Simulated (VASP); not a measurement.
Input of a VASP 6.6.1 run:

File INCAR:

```
SYSTEM = CdO
PREC = Accurate
ENCUT = 600
EDIFF = 1E-6
ISMEAR = -1
SIGMA = 0.02
LREAL = .False.
LASPH = .True.
NELM = 120
ALGO = Normal
ISIF = 2
LWAVE = .False.
LCHARG = .True.
GGA = PE
LELF = .True.
LVHAR = .True.
NBANDS = 16
GGA_COMPAT = .False.
```

KPOINTS

```
Automatic mesh
0
Gamma
  11 11 11
  0 0 0
```

The input POSCAR:

```
CdO
1.0
    0.0000000000      2.3284167141      2.3284167141
    2.3284167141      0.0000000000      2.3284167141
    2.3284167141      2.3284167141      0.0000000000
Cd O
1 1
Direct
    0.0000000000      0.0000000000      0.0000000000
    0.5000000000      0.5000000000      0.5000000000
```

Potentials or basis: VASP PAW PBE potentials, release 64 (Cd, O).

The run is started by

```sh
$ cat potpaw_PBE.64/Cd/POTCAR potpaw_PBE.64/O/POTCAR > POTCAR
$ mpirun -np 1 vasp_std > vasp.out
```

Q: What does it give for the pressure?

A: 12.0 GPa.

Q: Estimate the band gap on the k mesh.

A: Zero (bands 9 and 10 overlap by 0.35 eV).

Caveat: the cell stands under pressure; semilocal functionals underestimate gaps, so a narrow gap can read as zero.
